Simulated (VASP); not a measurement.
# MnS (Fm-3m) in VASP: notebook

Runs on MnS. Level: LDA+U. Tasks: relaxation of cell and atoms.

Program: VASP 6.6.1. These are calculated values, not measurements. Logs are shortened: lines on timing, memory, paths and dates and some standing lists are left out, and cuts for length are marked.

### 1 The cell of the first run

Symmetry: Fm-3m, No. 225, cubic system. Conventional cell: a = 5.209 Å, b = 5.209 Å, c = 5.209 Å, α = 90.00°, β = 90.00°, γ = 90.00°. Mn (site symmetry m-3m) has 6 S at 2.60 Å within 3.4 Å. Within 3.4 Å of S (site symmetry m-3m) lie 6 Mn at 2.60 Å.

### 2 Relaxation of cell and atoms, LDA+U, collinear spin, ferromagnetic start

The input, INCAR:

```
PREC = Accurate ; ENCUT = 600
EDIFF = 1E-7 ; ISMEAR = -1
SIGMA = 0.05 ; LREAL = False
LASPH = True ; NELM = 150
ALGO = Normal ; ISIF = 3
LWAVE = False ; LCHARG = False
ISPIN = 2 ; MAGMOM = 4 0
LORBIT = 11 ; LMAXMIX = 4
LDAU = True ; LDAUTYPE = 2
LDAUL = 2 -1 ; LDAUU = 3 0
LDAUJ = 0 0 ; LDAUPRINT = 1
GGA = CA ; IBRION = 2
NSW = 60 ; EDIFFG = -0.01
```

The input, KPOINTS:

```
Automatic mesh
0
Gamma
  9 9 9
```

The input, POSCAR:

```
MnS
1.0
    0.0000000000      2.6045000000      2.6045000000
    2.6045000000      0.0000000000      2.6045000000
    2.6045000000      2.6045000000      0.0000000000
Mn S
1 1
Direct
    0.0000000000      0.0000000000      0.0000000000
    0.5000000000      0.5000000000      0.5000000000
```

Potentials or basis: VASP PAW LDA potentials, release 64 (Mn_pv, S).

Started as:

```bash
$ cat potpaw_LDA.64/Mn_pv/POTCAR potpaw_LDA.64/S/POTCAR > POTCAR
$ mpirun -np 1 vasp_std > vasp.out
```

OUTCAR:

```text
PREC = Accurate
   ENCUT = 600
   EDIFF = 1E-7
   ISMEAR = -1
   LREAL = False
   LASPH = True
   NELM = 150
   ISIF = 3
   ISPIN = 2
   LORBIT = 11
   GGA = CA
   IBRION = 2
   NSW = 60
   EDIFFG = -0.01

 ion  position               nearest neighbor table
   1  0.000  0.000  0.000-   2 2.60   2 2.60   2 2.60   2 2.60   2 2.60   2 2.60
   2  0.500  0.500  0.500-   1 2.60   1 2.60   1 2.60   1 2.60   1 2.60   1 2.60

  LATTYP: Found a face centered cubic cell.
 ALAT       =     5.2090000000

  Lattice vectors:

 A1 = (   0.0000000000,   2.6045000000,   2.6045000000)
 A2 = (   2.6045000000,   0.0000000000,   2.6045000000)
 A3 = (   2.6045000000,   2.6045000000,   0.0000000000)

Analysis of symmetry for initial positions (statically):
=====================================================================
 Subroutine PRICEL returns:
 Original cell was already a primitive cell.

 Routine SETGRP: Setting up the symmetry group for a
 face centered cubic supercell.

 Subroutine GETGRP returns: Found 48 space group operations
 (whereof 48 operations were pure point group operations)
 out of a pool of 48 trial point group operations.

The static configuration has the point symmetry O_h .

Analysis of symmetry for dynamics (positions and initial velocities):
=====================================================================
 Subroutine PRICEL returns:
 Original cell was already a primitive cell.

 Routine SETGRP: Setting up the symmetry group for a
 face centered cubic supercell.

 Subroutine GETGRP returns: Found 48 space group operations
 (whereof 48 operations were pure point group operations)
 out of a pool of 48 trial point group operations.

The dynamic configuration has the point symmetry O_h .

Analysis of structural, dynamic, and magnetic symmetry:
=====================================================================
 Subroutine PRICEL returns:
 Original cell was already a primitive cell.

 Routine SETGRP: Setting up the symmetry group for a
 face centered cubic supercell.

 Subroutine GETGRP returns: Found 48 space group operations
 (whereof 48 operations were pure point group operations)
 out of a pool of 48 trial point group operations.

The overall configuration has the point symmetry O_h .

 Subroutine INISYM returns: Found 48 space group operations
 (whereof 48 operations are pure point group operations),
 and found     1 'primitive' translations

----------------------------------------------------------------------------------------

                                     Primitive cell

  volume of cell :      35.3348

  direct lattice vectors                    reciprocal lattice vectors
     0.000000000  2.604500000  2.604500000    -0.191975427  0.191975427  0.191975427
     2.604500000  0.000000000  2.604500000     0.191975427 -0.191975427  0.191975427
     2.604500000  2.604500000  0.000000000     0.191975427  0.191975427 -0.191975427

  length of vectors
     3.683319223  3.683319223  3.683319223     0.332511194  0.332511194  0.332511194

  position of ions in fractional coordinates (direct lattice)
[... 8 lines left out ...]
----------------------------------------------------------------------------------------

 KPOINTS: Automatic mesh

Automatic generation of k-mesh.
 Grid dimensions read from file:
 generate k-points for:    9    9    9

 Generating k-lattice:

  Cartesian coordinates                     Fractional coordinates (reciprocal lattice)
    -0.021330603  0.021330603  0.021330603     0.111111111  0.000000000  0.000000000
     0.021330603 -0.021330603  0.021330603     0.000000000  0.111111111  0.000000000
     0.021330603  0.021330603 -0.021330603     0.000000000  0.000000000  0.111111111

[... 61 lines left out ...]
   NFREE  =      1    steps in history (QN), initial steepest desc. (CG)
   ISIF   =      3    stress and relaxation
   ISYM   =      2    0-nonsym 1-usesym 2-fastsym
   POTIM  = 0.5000    time-step for ionic-motion
   TEBEG  =    0.0;   TEEND  =   0.0 temperature during run
   PSTRESS=    0.0 pullay stress
   NELECT =      19.0000    total number of electrons
   NUPDOWN=      -1.0000    fix difference up-down
   EMIN   =  10.00;   EMAX   =-10.00  energy-range for DOS
   EFERMI =   0.00;   METHOD = LEGACY
   ISMEAR =    -1;   SIGMA  =   0.05  broadening in eV -4-tet -1-fermi 0-gaus
   EFERMI_NEDOS =   21; number of points for ismear=-14 and -15
   IALGO  =     38    algorithm
   IMIX   =      4    mixing-type and parameters
     AMIX     =   0.40;   BMIX     =  1.00
     AMIX_MAG =   1.60;   BMIX_MAG =  1.00
  volume/ion in A,a.u.               =      17.67       119.23
  Fermi-wavevector in a.u.,A,eV,Ry     =   1.331246  2.515690 24.112464  1.772216
  Thomas-Fermi vector in A             =   2.460272
   LORBIT       =     11    0 simple, 1 ext, 2 COOP (PROOUT), +10 PAW based schemes
 LDA+U is selected, type is set to LDAUTYPE =  2
   angular momentum for each species LDAUL =     2   -1
   U (eV)           for each species LDAUU =   3.0  0.0
   J (eV)           for each species LDAUJ =   0.0  0.0
   GGA     = CA    functional components
   LHFCALC =     F    Hartree Fock is set to
   AEXX    =    0.0000 exact exchange contribution
   IVDW    =     0    specifies the selected vdW correction
   LEPSILON=     F    determine dielectric tensor
   LRPA    =     F    only Hartree local field effects (RPA)
 conjugate gradient relaxation of ions
 spin polarized calculation
  energy-cutoff  :      600.00
  volume of cell :       35.33
 maximum number of plane-waves:      1243
 NGX is ok and might be reduce to    30
   NGX = 15   NGY = 15   NGZ = 15

--------------------------------------- Ionic step        1  -------------------------------------------

 number of electron      19.0000008 magnetization       4.9796054

 Free energy of the ion-electron system (eV)
  ---------------------------------------------------
  ext. energy  EPLUGINS =         0.00000000
  ---------------------------------------------------
  free energy    TOTEN  =       -13.96422033 eV

  energy without entropy =      -13.96226489  energy(sigma->0) =      -13.96324261

------------------------ aborting loop because EDIFF is reached ----------------------------------------

  FORCE on cell =-STRESS in cart. coord.  units (eV):
  Direction    XX          YY          ZZ          XY          YZ          ZX
  --------------------------------------------------------------------------------------
  -------------------------------------------------------------------------------------
  Total       -0.8758977     -0.8758977     -0.8758977      0.0000000     -0.0000000     -0.0000000
  in kB      -39.7155763    -39.7155763    -39.7155763      0.0000000     -0.0000000     -0.0000000
  external PRESSURE =     -39.7155763 kB  Pullay stress =       0.0000000 kB
[... 53 lines left out ...]
  FREE ENERGIE OF THE ION-ELECTRON SYSTEM (eV)
  ---------------------------------------------------
  free  energy   TOTEN  =       -13.9882649298 eV

  energy  without entropy=      -13.9843568700  energy(sigma->0) =      -13.98631090

atom =   1  type =  1  l = 2

 onsite density matrix

spin component  1

  0.9258  0.0000 -0.0000 -0.0000  0.0000
  0.0000  0.9258  0.0000 -0.0000 -0.0000
 -0.0000  0.0000  0.9430  0.0000 -0.0000
 -0.0000 -0.0000  0.0000  0.9258  0.0000
  0.0000 -0.0000 -0.0000  0.0000  0.9430

spin component  2

  0.0304 -0.0000 -0.0000  0.0000 -0.0000
 -0.0000  0.0304 -0.0000  0.0000  0.0000
 -0.0000 -0.0000  0.1011 -0.0000  0.0000
  0.0000  0.0000 -0.0000  0.0304 -0.0000
 -0.0000  0.0000  0.0000 -0.0000  0.1011

 occupancies and eigenvectors

  o =  0.0304  v =  0.0000  0.0000  0.0000  0.0000  0.0000  1.0000  0.0004  0.0000 -0.0021  0.0000      0.0000  0.0000  0.0000  0.0000  0.0000  0.0000  0.0000  0.0000  0.0000  0.0000
  o =  0.0304  v =  0.0000  0.0000  0.0000  0.0000  0.0000  0.0004 -0.9997 -0.0000 -0.0239  0.0000      0.0000  0.0000  0.0000  0.0000  0.0000  0.0000  0.0000  0.0000  0.0000  0.0000
  o =  0.0304  v =  0.0000  0.0000  0.0000  0.0000  0.0000  0.0021 -0.0239  0.0000  0.9997  0.0000      0.0000  0.0000  0.0000  0.0000  0.0000  0.0000  0.0000  0.0000  0.0000  0.0000
  o =  0.1011  v =  0.0000  0.0000  0.0000  0.0000  0.0000  0.0000  0.0000 -0.9997  0.0000  0.0232      0.0000  0.0000  0.0000  0.0000  0.0000  0.0000  0.0000  0.0000  0.0000  0.0000
  o =  0.1011  v =  0.0000  0.0000  0.0000  0.0000  0.0000 -0.0000  0.0000  0.0232 -0.0000  0.9997      0.0000  0.0000  0.0000  0.0000  0.0000  0.0000  0.0000  0.0000  0.0000  0.0000
  o =  0.9258  v =  0.0000 -0.2042 -0.0000 -0.9789  0.0000  0.0000  0.0000  0.0000  0.0000  0.0000      0.0000  0.0000  0.0000  0.0000  0.0000  0.0000  0.0000  0.0000  0.0000  0.0000
  o =  0.9258  v =  0.0000 -0.9789  0.0000  0.2042  0.0000  0.0000  0.0000  0.0000  0.0000  0.0000      0.0000  0.0000  0.0000  0.0000  0.0000  0.0000  0.0000  0.0000  0.0000  0.0000
  o =  0.9258  v =  1.0000  0.0000  0.0000  0.0000  0.0000  0.0000  0.0000  0.0000  0.0000  0.0000      0.0000  0.0000  0.0000  0.0000  0.0000  0.0000  0.0000  0.0000  0.0000  0.0000
  o =  0.9430  v =  0.0000 -0.0000 -0.9998  0.0000  0.0180  0.0000  0.0000  0.0000  0.0000  0.0000      0.0000  0.0000  0.0000  0.0000  0.0000  0.0000  0.0000  0.0000  0.0000  0.0000
  o =  0.9430  v =  0.0000 -0.0000 -0.0180  0.0000 -0.9998  0.0000  0.0000  0.0000  0.0000  0.0000      0.0000  0.0000  0.0000  0.0000  0.0000  0.0000  0.0000  0.0000  0.0000  0.0000

--------------------------------------- Ionic step        3  -------------------------------------------

 number of electron      19.0000003 magnetization       4.9060656

 Free energy of the ion-electron system (eV)
  ---------------------------------------------------
  ext. energy  EPLUGINS =         0.00000000
  ---------------------------------------------------
  free energy    TOTEN  =       -13.98859544 eV

  energy without entropy =      -13.98448734  energy(sigma->0) =      -13.98654139

 E-fermi :   7.1506     XC(G=0): -11.2279

 val. band max:        7.1433527333   @ k =  -0.2222   0.2222   0.0000
 cond. band min:       7.1584888407   @ k =   0.4444   0.3333   0.0000
 fundamental gap:      0.0151361075
 Fermi energy:         7.1505634982

 spin component 1

 k-point     1 :       0.0000    0.0000    0.0000
  band No.  band energies     occupation
      1     -43.1593      1.00000
      2     -43.1593      1.00000
      3     -43.1593      1.00000
      4      -7.6941      1.00000
      5       2.5315      1.00000
      6       2.5315      1.00000
      7       2.5315      1.00000
      8       2.5529      1.00000
      9       2.5529      1.00000
     10       5.3236      1.00000
     11       5.3236      1.00000
     12       5.3236      1.00000
[... 882 lines left out ...]
  FREE ENERGIE OF THE ION-ELECTRON SYSTEM (eV)
  ---------------------------------------------------
  free  energy   TOTEN  =       -13.9885954402 eV

  energy  without entropy=      -13.9844873394  energy(sigma->0) =      -13.98654139

 reached required accuracy - stopping structural energy minimisation

 total charge

# of ion       s       p       d       tot
------------------------------------------
    1        0.238   6.194   4.937  11.369
    2        1.322   2.443   0.000   3.765
--------------------------------------------------
tot          1.560   8.637   4.937  15.134

 magnetization (x)

# of ion       s       p       d       tot
------------------------------------------
    1        0.045   0.038   4.361   4.443
    2        0.023   0.093   0.000   0.116
--------------------------------------------------
tot          0.068   0.131   4.361   4.559
```

It took 2 min on 1 thread of Oxide Virtual Turin-like, shared host; peak memory 0.15 GiB.

Results:

```yaml
Free_energy: -13.9886 eV
Relaxed_volume: 16.69 Å³/atom
Relaxed_cell: a = 3.614 Å, b = 3.614 Å, c = 3.614 Å, α = 60.00°, β = 60.00°, γ = 60.00°
Space_group_after_relaxing_to_0.05_Å: Fm-3m (No. 225)
Energy_gained_by_relaxing: 12.2 meV/atom
Ionic_steps: 3
Pressure_after_relaxing: 0.0 GPa
Net_moment: 4.91 μB per cell
Site_moments: Mn +4.44; S +0.12 μB
Valence_electrons_inside_the_program's_atomic_spheres: Mn 11.37; S 3.77
```

Step by step:
```tsv
step	energy change (eV)	largest force (eV/Å)	pressure (GPa)	volume (Å³)
1	0.0000	0.0000	-3.97	35.33
2	-0.0240	0.0000	0.49	33.14
3	-0.0244	0.0000	0.00	33.37
```

Final structure:
```
Mn S
1.0
     0.00000    2.55542    2.55542
     2.55542    0.00000    2.55542
     2.55542    2.55542    0.00000
Mn S
1 1
Direct
  0.00000 0.00000 0.00000
  0.50000 0.50000 0.50000
```

Levels at points of the mesh, in eV from the Fermi level:
Spin up:
```csv
k point,band 9,band 10,band 11,band 12,band 13,band 14,band 15
"(0.00, 0.00, 0.00)",-4.60,-1.83,-1.83,-1.83,2.09,8.42,8.42
```
Spin down:
```tsv
k point	band 5	band 6	band 7	band 8	band 9	band 10
(0.00, 0.00, 0.00)	-1.52	-1.52	-1.52	0.93	0.93	0.93
```

Eigenvalues of the final occupation matrices:
```csv
site,spin,trace,eigenvalues
site 1 d,1,4.66,0.93 0.93 0.93 0.94 0.94
site 1 d,2,0.29,0.03 0.03 0.03 0.10 0.10
```

Caveat: a cell with one magnetic atom can't hold antiferromagnetic order, which such compounds often take.

### 3 Relaxation of cell and atoms, LDA+U, collinear spin, ferromagnetic start

The input, INCAR:

```
SYSTEM = MnS
PREC = Accurate
ENCUT = 600
EDIFF = 1E-7
ISMEAR = -1
SIGMA = 0.05
LREAL = .False.
LASPH = .True.
NELM = 150
ALGO = Normal
ISIF = 3
LWAVE = .False.
LCHARG = .False.
ISPIN = 2
MAGMOM = 4 0
LORBIT = 11
LMAXMIX = 4
LDAU = .True.
LDAUTYPE = 2
LDAUL = 2 -1
LDAUU = 4 0
LDAUJ = 0 0
LDAUPRINT = 1
GGA = CA
IBRION = 2
NSW = 60
EDIFFG = -0.01
```

The input, KPOINTS:

```
regular mesh
0
Gamma
  9 9 9
  0 0 0
```

POSCAR is that of step 2.

Potentials or basis: VASP PAW LDA potentials, release 64 (Mn_pv, S).

Started as:

```bash
$ cat potpaw_LDA.64/Mn_pv/POTCAR potpaw_LDA.64/S/POTCAR > POTCAR
$ mpirun -np 1 vasp_std > vasp.out
```

Run time: 3.3 min. Hardware: 1 thread of Oxide Virtual Turin-like, shared host; peak memory 0.15 GiB.

The run converged. Its results:

| Item | Value |
| --- | --- |
| Free energy | -13.7214 eV |
| Relaxed volume | 17.08 Å³/atom |
| Relaxed cell | a = 3.642 Å, b = 3.642 Å, c = 3.642 Å, α = 60.00°, β = 60.00°, γ = 60.00° |
| Space group after relaxing (to 0.05 Å) | Fm-3m (No. 225) |
| Energy gained by relaxing | 5.4 meV/atom |
| Ionic steps | 3 |
| Pressure after relaxing | 0.0 GPa |
| Net moment | 4.99 μB per cell |
| Site moments | Mn +4.53; S +0.11 μB |
| Valence electrons inside the program's atomic spheres | Mn 11.34; S 3.77 |

The path:
```tsv
step	energy change (eV)	largest force (eV/Å)	pressure (GPa)	volume (Å³)
1	0.0000	0.0000	-2.87	35.33
2	-0.0095	0.0000	1.10	33.74
3	-0.0108	0.0000	0.02	34.15
```

Final structure:
```
Mn S
1.0
     0.00000    2.57506    2.57506
     2.57506    0.00000    2.57506
     2.57506    2.57506    0.00000
Mn S
1 1
Direct
  0.00000 0.00000 0.00000
  0.50000 0.50000 0.50000
```

Levels at points of the mesh, in eV from the Fermi level:
Spin up:
| k point | band 9 | band 10 | band 11 | band 12 | band 13 | band 14 | band 15 |
| --- | --- | --- | --- | --- | --- | --- | --- |
| (0.00, 0.00, 0.00) | -4.99 | -1.70 | -1.70 | -1.70 | 1.98 | 8.35 | 8.35 |
Spin down:
```
           k point  band 4  band 5  band 6  band 7  band 8  band 9  band 10  band 11
(0.00, 0.00, 0.00)  -14.23   -1.40   -1.40   -1.40    1.42    1.42     1.42     1.49
```

Eigenvalues of the final occupation matrices:
| site | spin | trace | eigenvalues |
| --- | --- | --- | --- |
| site 1 d | 1 | 4.70 | 0.93 0.93 0.93 0.95 0.95 |
| site 1 d | 2 | 0.24 | 0.02 0.02 0.02 0.09 0.09 |

Caveat: a cell with one magnetic atom can't hold antiferromagnetic order, which such compounds often take. LDA usually gives volumes a few per cent too small.

### 4 Relaxation of cell and atoms, LDA+U, collinear spin, ferromagnetic start

The input, INCAR:

```
SYSTEM = MnS
PREC     = Accurate       ! precision mode
ENCUT    = 600            ! plane-wave cutoff, eV
EDIFF    = 1E-6           ! SCF threshold, eV
ISMEAR   = -1             ! smearing method
SIGMA    = 0.05           ! smearing width, eV
LREAL    = .False.        ! projectors in reciprocal space
LASPH    = .True.         ! aspherical terms in the spheres
NELM     = 150            ! most SCF steps
ALGO     = Normal         ! electronic algorithm
ISIF     = 3              ! what is computed and relaxed
LWAVE    = .False.        ! write WAVECAR
LCHARG   = .False.        ! write CHGCAR
ISPIN    = 2              ! spin polarisation
MAGMOM   = 4 0            ! initial moments
LORBIT   = 11             ! projections on sites
LMAXMIX  = 4              ! l up to which the mixer works
LDAU     = .True.         ! DFT+U
LDAUTYPE = 2            
LDAUL    = 2 -1           ! shell
LDAUU    = 5 0            ! U, eV
LDAUJ    = 0 0          
LDAUPRINT= 1            
GGA      = CA             ! functional
IBRION   = 2              ! ionic algorithm
NSW      = 60             ! ionic steps
EDIFFG   = -0.01          ! ionic threshold
```

The input, KPOINTS:

```
Automatic mesh
0
Gamma
  9 9 9
  0 0 0
```

POSCAR is that of step 3.

Started as:

```bash
$ cat potpaw_LDA.64/Mn_pv/POTCAR potpaw_LDA.64/S/POTCAR > POTCAR
$ mpirun -np 1 vasp_std > vasp.out
```

It took 2 min on 1 thread of Oxide Virtual Turin-like, shared host; peak memory 0.15 GiB.

Results (log left out):

| Quantity | Value |
| --- | --- |
| Free energy | -13.4823 eV |
| Relaxed volume | 17.26 Å³/atom |
| Relaxed cell | a = 3.655 Å, b = 3.655 Å, c = 3.655 Å, α = 60.00°, β = 60.00°, γ = 60.00° |
| Space group after relaxing (to 0.05 Å) | Fm-3m (No. 225) |
| Energy gained by relaxing | 2.7 meV/atom |
| Ionic steps | 3 |
| Pressure after relaxing | 0.0 GPa |
| Band gap on the k mesh | 0.51 eV, indirect (least direct gap 2.61 eV) |
| Net moment | 5.00 μB per cell |
| Site moments | Mn +4.58; S +0.09 μB |
| Valence electrons inside the program's atomic spheres | Mn 11.33; S 3.77 |

The path:
| step | energy change (eV) | largest force (eV/Å) | pressure (GPa) | volume (Å³) |
| --- | --- | --- | --- | --- |
| 1 | 0.0000 | 0.0000 | -2.12 | 35.33 |
| 2 | -0.0042 | 0.0000 | 0.90 | 34.15 |
| 3 | -0.0053 | 0.0000 | 0.01 | 34.53 |

Final structure:
```yaml
crystal:
  lattice:
    - [0.00000, 2.58452, 2.58452]
    - [2.58452, 0.00000, 2.58452]
    - [2.58452, 2.58452, 0.00000]
  atoms:
    - { symbol: Mn, position: [0.00000, 0.00000, 0.00000] }
    - { symbol: S, position: [0.50000, 0.50000, 0.50000] }
```

Levels at points of the mesh, in eV from the valence-band top:
Spin up:
```csv
k point,band 8,band 9,band 10,band 11,band 12,band 13,band 14,band 15
"(0.00, 0.00, 0.00)",-5.15,-5.15,-1.39,-1.39,-1.39,2.16,8.51,8.51
```
Spin down:
```csv
k point,band 3,band 4,band 5,band 6,band 7,band 8,band 9,band 10,band 11,band 12
"(0.00, 0.00, 0.00)",-45.61,-13.88,-1.12,-1.12,-1.12,2.06,2.06,2.06,2.15,2.15
```

Eigenvalues of the final occupation matrices:
| site | spin | trace | eigenvalues |
| --- | --- | --- | --- |
| site 1 d | 1 | 4.72 | 0.93 0.93 0.93 0.96 0.96 |
| site 1 d | 2 | 0.21 | 0.02 0.02 0.02 0.08 0.08 |

Caveat: a cell with one magnetic atom can't hold antiferromagnetic order, which such compounds often take.

### 5 Overview

| U | gap on the mesh (eV) | pressure (GPa) | moment (μB) | relaxed volume (Å³/atom) |
| --- | --- | --- | --- | --- |
| Mn d U = 3.0 eV | none | 0.0 | 4.91 | 16.69 |
| Mn d U = 4.0 eV | - | 0.0 | 4.99 | 17.08 |
| Mn d U = 5.0 eV | 0.51 | 0.0 | 5.00 | 17.26 |

Alike in all rows: task relaxation of cell and atoms; level LDA+U; potentials or basis VASP PAW LDA potentials, release 64 (Mn_pv, S); spin collinear, ferromagnetic start; cell relaxed; k mesh 9 × 9 × 9; cutoff (eV) 600; smearing fermi-dirac 0.05 eV.

Caveats: a cell with one magnetic atom can't hold antiferromagnetic order, which such compounds often take.

Absolute energies hang on the potentials; compare differences alone.
